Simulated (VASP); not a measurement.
# YN (Fm-3m) in VASP: notebook

Runs on YN. Level: PBE. Tasks: single point.

Everything below comes from runs of VASP 6.6.1. Logs are shortened: lines on timing, memory, paths and dates and some standing lists are left out, and cuts for length are marked.

### 1 The cell of the first run

It takes space group Fm-3m (No. 225, cubic). Conventional cell: a = 4.813 Å, b = 4.813 Å, c = 4.813 Å, α = 90.00°, β = 90.00°, γ = 90.00°. Within 3.2 Å of Y (site symmetry m-3m) lie 6 N at 2.41 Å. Within 3.2 Å of N (site symmetry m-3m) lie 6 Y at 2.41 Å.

### 2 Single point, PBE (volume changed by -5%)

INCAR

```
SYSTEM = YN
ALGO = Normal
EDIFF = 1E-6
ENCUT = 600
GGA = PE
GGA_COMPAT = .False.
ISIF = 2
ISMEAR = 0
LASPH = .True.
LCHARG = .False.
LREAL = .False.
LWAVE = .False.
NBANDS = 15
NELM = 120
PREC = Accurate
SIGMA = 0.01
```

KPOINTS

```
k-points
0
Gamma
  6 6 6
  0 0 0
```

POSCAR

```
YN
1.0
    0.0000000000      2.4065476203      2.4065476203
    2.4065476203      0.0000000000      2.4065476203
    2.4065476203      2.4065476203      0.0000000000
Y N
1 1
Direct
    0.0000000000      0.0000000000      0.0000000000
    0.5000000000      0.5000000000      0.5000000000
```

Potentials or basis: VASP PAW PBE potentials, release 64 (Y_sv, N).

The run is started by

```bash
$ cat potpaw_PBE.64/Y_sv/POTCAR potpaw_PBE.64/N/POTCAR > POTCAR
$ mpirun -np 1 vasp_std > vasp.out
```

OUTCAR:

```text
SYSTEM = YN
   EDIFF = 1E-6
   ENCUT = 600
   GGA = PE
   ISIF = 2
   ISMEAR = 0
   LASPH = .True.
   LREAL = .False.
   NELM = 120
   PREC = Accurate

 ion  position               nearest neighbor table
   1  0.000  0.000  0.000-   2 2.41   2 2.41   2 2.41   2 2.41   2 2.41   2 2.41
   2  0.500  0.500  0.500-   1 2.41   1 2.41   1 2.41   1 2.41   1 2.41   1 2.41

  LATTYP: Found a face centered cubic cell.
 ALAT       =     4.8130952406

  Lattice vectors:

 A1 = (   0.0000000000,   2.4065476203,   2.4065476203)
 A2 = (   2.4065476203,   0.0000000000,   2.4065476203)
 A3 = (   2.4065476203,   2.4065476203,   0.0000000000)

Analysis of symmetry for initial positions (statically):
=====================================================================
 Subroutine PRICEL returns:
 Original cell was already a primitive cell.

 Routine SETGRP: Setting up the symmetry group for a
 face centered cubic supercell.

 Subroutine GETGRP returns: Found 48 space group operations
 (whereof 48 operations were pure point group operations)
 out of a pool of 48 trial point group operations.

The static configuration has the point symmetry O_h .

Analysis of symmetry for dynamics (positions and initial velocities):
=====================================================================
 Subroutine PRICEL returns:
 Original cell was already a primitive cell.

 Routine SETGRP: Setting up the symmetry group for a
 face centered cubic supercell.

 Subroutine GETGRP returns: Found 48 space group operations
 (whereof 48 operations were pure point group operations)
 out of a pool of 48 trial point group operations.

The dynamic configuration has the point symmetry O_h .

 Subroutine INISYM returns: Found 48 space group operations
 (whereof 48 operations are pure point group operations),
 and found     1 'primitive' translations

----------------------------------------------------------------------------------------

                                     Primitive cell

  volume of cell :      27.8749

  direct lattice vectors                    reciprocal lattice vectors
     0.000000000  2.406547620  2.406547620    -0.207766510  0.207766510  0.207766510
     2.406547620  0.000000000  2.406547620     0.207766510 -0.207766510  0.207766510
     2.406547620  2.406547620  0.000000000     0.207766510  0.207766510 -0.207766510

  length of vectors
     3.403372283  3.403372283  3.403372283     0.359862151  0.359862151  0.359862151

  position of ions in fractional coordinates (direct lattice)
[... 80 lines left out ...]
   PSTRESS=    0.0 pullay stress
   NELECT =      16.0000    total number of electrons
   NUPDOWN=      -1.0000    fix difference up-down
   EMIN   =  10.00;   EMAX   =-10.00  energy-range for DOS
   EFERMI =   0.00;   METHOD = LEGACY
   ISMEAR =     0;   SIGMA  =   0.01  broadening in eV -4-tet -1-fermi 0-gaus
   EFERMI_NEDOS =   21; number of points for ismear=-14 and -15
   IALGO  =     38    algorithm
   IMIX   =      4    mixing-type and parameters
     AMIX     =   0.40;   BMIX     =  1.00
     AMIX_MAG =   1.60;   BMIX_MAG =  1.00
  volume/ion in A,a.u.               =      13.94        94.05
  Fermi-wavevector in a.u.,A,eV,Ry     =   1.360537  2.571042 25.185214  1.851061
  Thomas-Fermi vector in A             =   2.487191
   LORBIT       =      0    0 simple, 1 ext, 2 COOP (PROOUT), +10 PAW based schemes
   GGA     = PE    functional components
   LHFCALC =     F    Hartree Fock is set to
   AEXX    =    0.0000 exact exchange contribution
   IVDW    =     0    specifies the selected vdW correction
   LEPSILON=     F    determine dielectric tensor
   LRPA    =     F    only Hartree local field effects (RPA)
 non-spin polarized calculation
 Gauss-broadening in eV      SIGMA  =   0.01
  energy-cutoff  :      600.00
  volume of cell :       27.87
 maximum number of plane-waves:       941
   NGX = 13   NGY = 13   NGZ = 13

 number of electron      16.0000001 magnetization

 Free energy of the ion-electron system (eV)
  ---------------------------------------------------
  ext. energy  EPLUGINS =         0.00000000
  ---------------------------------------------------
  free energy    TOTEN  =       -18.17086365 eV

  energy without entropy =      -18.17086365  energy(sigma->0) =      -18.17086365

 E-fermi :   4.5011     XC(G=0): -11.4731

 val. band max:        4.4573409226   @ k =   0.0000   0.0000   0.0000
 cond. band min:       4.5419885958   @ k =   0.5000   0.5000   0.0000
 fundamental gap:      0.0846476732
 Fermi energy:         4.5010720225

 k-point     1 :       0.0000    0.0000    0.0000
  band No.  band energies     occupation
      1     -36.1978      2.00000
      2     -15.7971      2.00000
      3     -15.7971      2.00000
      4     -15.7971      2.00000
      5      -8.5791      2.00000
      6       4.4573      2.00000
      7       4.4573      2.00000
      8       4.4573      2.00000
      9       7.6496      0.00000
     10       7.6496      0.00000
     11       7.6496      0.00000
     12       9.0416      0.00000
     13       9.7483      0.00000
     14       9.7483      0.00000
[... 257 lines left out ...]
      2     -16.6418      2.00000
      3     -16.3366      2.00000
      4     -16.2603      2.00000
      5      -7.7397      2.00000
      6       2.6304      2.00000
      7       2.9497      2.00000
      8       3.1117      2.00000
      9       6.8903      0.00000
     10      10.3261      0.00000
     11      12.1108      0.00000
     12      12.7446      0.00000
     13      13.4367      0.00000
     14      16.8748      0.00000
     15      17.0433      0.00000

------------------------ aborting loop because EDIFF is reached ----------------------------------------

  FORCE on cell =-STRESS in cart. coord.  units (eV):
  Direction    XX          YY          ZZ          XY          YZ          ZX
  --------------------------------------------------------------------------------------
  -------------------------------------------------------------------------------------
  Total        1.7782825      1.7782825      1.7782825      0.0000000      0.0000000      0.0000000
  in kB      102.2110765    102.2110765    102.2110765      0.0000000      0.0000000      0.0000000
  external PRESSURE =     102.2110765 kB  Pullay stress =       0.0000000 kB

 VOLUME and BASIS-vectors are now :
 -----------------------------------------------------------------------------
  energy-cutoff  :      600.00
  volume of cell :       27.87
      direct lattice vectors                 reciprocal lattice vectors
     0.000000000  2.406547620  2.406547620    -0.207766510  0.207766510  0.207766510
     2.406547620  0.000000000  2.406547620     0.207766510 -0.207766510  0.207766510
     2.406547620  2.406547620  0.000000000     0.207766510  0.207766510 -0.207766510

 POSITION                                       TOTAL-FORCE (eV/Angst)
 -----------------------------------------------------------------------------------
      0.00000      0.00000      0.00000        -0.000000      0.000000     -0.000000
      2.40655      2.40655      2.40655         0.000000     -0.000000      0.000000
 -----------------------------------------------------------------------------------
    total drift:                                0.000000      0.000000      0.000000

  FREE ENERGIE OF THE ION-ELECTRON SYSTEM (eV)
  ---------------------------------------------------
  free  energy   TOTEN  =       -18.1708636520 eV

  energy  without entropy=      -18.1708636520  energy(sigma->0) =      -18.17086365
```

OSZICAR:

```text
N       E                     dE             d eps       ncg     rms          rms(c)
DAV:   1     0.555501879311E+02    0.55550E+02   -0.90521E+03   480   0.119E+03
DAV:   2    -0.185072821658E+02   -0.74057E+02   -0.67126E+02   657   0.243E+02
DAV:   3    -0.218089228868E+02   -0.33016E+01   -0.32815E+01   600   0.445E+01
DAV:   4    -0.218622880123E+02   -0.53365E-01   -0.53352E-01   572   0.547E+00
DAV:   5    -0.218630789863E+02   -0.79097E-03   -0.79096E-03   585   0.559E-01    0.341E+01
DAV:   6    -0.183902777626E+02    0.34728E+01   -0.85938E+00   543   0.260E+01    0.354E+01
DAV:   7    -0.181925231779E+02    0.19775E+00   -0.55807E-01   607   0.661E+00    0.255E+01
DAV:   8    -0.181918048883E+02    0.71829E-03   -0.21899E-01   754   0.430E+00    0.103E+01
DAV:   9    -0.181711354132E+02    0.20669E-01   -0.32930E-02   648   0.190E+00    0.146E+00
DAV:  10    -0.181710107672E+02    0.12465E-03   -0.59114E-03   558   0.701E-01    0.690E-01
DAV:  11    -0.181708766859E+02    0.13408E-03   -0.59211E-04   571   0.220E-01    0.318E-01
DAV:  12    -0.181708617464E+02    0.14940E-04   -0.21195E-05   613   0.422E-02    0.740E-02
DAV:  13    -0.181708633908E+02   -0.16444E-05   -0.81687E-06   508   0.236E-02    0.115E-02
DAV:  14    -0.181708636520E+02   -0.26116E-06   -0.55066E-07   303   0.738E-03
   1 F= -.18170864E+02 E0= -.18170864E+02  d E =-.458798E-11
```

It used 21 s of CPU time on 1 thread of AMD EPYC 7R13 Processor (Zen 3), with other jobs on the host.

Results:

```
Free energy            : -18.1709 eV
Pressure               : 10.2 GPa
Band gap on the k mesh : 0.08 eV, indirect (least direct gap 0.43 eV)
```

Caveat: the cell differs from its parent crystal (volume changed by -5%).

### 3 Single point, PBE

This run uses another cell than the first one, of 14.67 Å³/atom, 1.053 times its volume.

INCAR

```
SYSTEM = YN
PREC = Accurate
ENCUT = 600
EDIFF = 1E-6
ISMEAR = 0
SIGMA = 0.01
LREAL = .FALSE.
LASPH = .TRUE.
NELM = 120
ALGO = Normal
ISIF = 2
LWAVE = .FALSE.
LCHARG = .FALSE.
GGA = PE
NBANDS = 15
GGA_COMPAT = .FALSE.
```

KPOINTS

```
regular mesh
0
G
  6 6 6
  0 0 0
```

POSCAR

```
YN
1.0
    0.0000000000      2.4480479762      2.4480479762
    2.4480479762      0.0000000000      2.4480479762
    2.4480479762      2.4480479762      0.0000000000
Y N
1 1
Direct
    0.0000000000      0.0000000000      0.0000000000
    0.5000000000      0.5000000000      0.5000000000
```

Potentials or basis: VASP PAW PBE potentials, release 64 (Y_sv, N).

The run is started by

```bash
$ cat potpaw_PBE.64/Y_sv/POTCAR potpaw_PBE.64/N/POTCAR > POTCAR
$ mpirun -np 1 vasp_std > vasp.out
```

It used 20 s of CPU time on 1 thread of AMD EPYC 7R13 Processor (Zen 3), with other jobs on the host.

It converged, with:

```
Free energy            : -18.2214 eV
Pressure               : 0.9 GPa
Band gap on the k mesh : 0.18 eV, indirect (least direct gap 0.57 eV)
```

Levels at points of the mesh, in eV from the valence-band top:
| k point | band 5 | band 6 | band 7 | band 8 | band 9 | band 10 | band 11 | band 12 |
| --- | --- | --- | --- | --- | --- | --- | --- | --- |
| (0.00, 0.00, 0.00) | -12.90 | 0.00 | 0.00 | 0.00 | 3.12 | 3.12 | 3.12 | 4.10 |
| (0.50, 0.00, 0.00) | -11.16 | -4.08 | -2.24 | -2.24 | 5.67 | 6.33 | 6.33 | 6.69 |
| (0.50, 0.50, 0.00) | -12.46 | -1.51 | -0.39 | -0.39 | 0.18 | 6.81 | 7.16 | 7.86 |
